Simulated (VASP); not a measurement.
Wanted: the native input for a VASP 6.6.1 run.

* Task: single point
* Functional: PBE
* Potentials or basis: VASP PAW PBE potentials, release 64 (Hf_pv, Cl)
* Cutoff: 520 eV
* k mesh: 8 × 8 × 8
* Occupations: gaussian, width 0.1 eV
* Spin: no spin polarisation
* Dipole correction: no
* Further INCAR settings: ALGO = Normal; EDIFF = 1e-06; NBANDS = 32

The structure of Hf4Cl lies in POSCAR:

```
Hf4Cl
1.0
    4.7636031429      0.0000000000      0.0000000000
    0.0000000000      4.7636031429      0.0000000000
    0.0000000000      0.0000000000      4.7636031429
Hf Cl
4 1
Direct
    0.5000000000      0.0000000000      0.0000000000
    0.0000000000      0.5000000000      0.0000000000
    0.0000000000      0.0000000000      0.5000000000
    0.5000000000      0.5000000000      0.5000000000
    0.0000000000      0.0000000000      0.0000000000
```

The cell was built from a structure type or drawn by symmetry, and may not be a known phase.

These files were run (other wordings do the same):

INCAR

```
  PREC = Accurate
  ENCUT = 520
  EDIFF = 1E-6
  ISMEAR = 0
  SIGMA = 0.1
  LREAL = False
  LASPH = True
  NELM = 80
  ALGO = Normal
  ISIF = 2
  LWAVE = False
  LCHARG = False
  GGA = PE
  NBANDS = 32
```

KPOINTS

```
regular mesh
0
Gamma
  8 8 8
```

Potentials or basis: VASP PAW PBE potentials, release 64 (Hf_pv, Cl).

Run with:

```bash
$ cat potpaw_PBE.64/Hf_pv/POTCAR potpaw_PBE.64/Cl/POTCAR > POTCAR
$ mpirun -np 1 vasp_std > vasp.out
```

It gave:

| Quantity | Value |
| --- | --- |
| Pressure | -0.4 GPa |
| Band gap on the k mesh | zero (an odd number of electrons rules out a gap without spin polarisation) |

Caveat: spin-orbit coupling is left out, which moves the levels of the heavy elements; an odd number of electrons without spin polarisation forces a metal; a magnetic or distorted state may lie lower.

Wall time 3.5 min on 1 thread of AMD EPYC 7R43 64-Core Processor (Zen 3), on a shared host, peak memory 0.22 GiB.
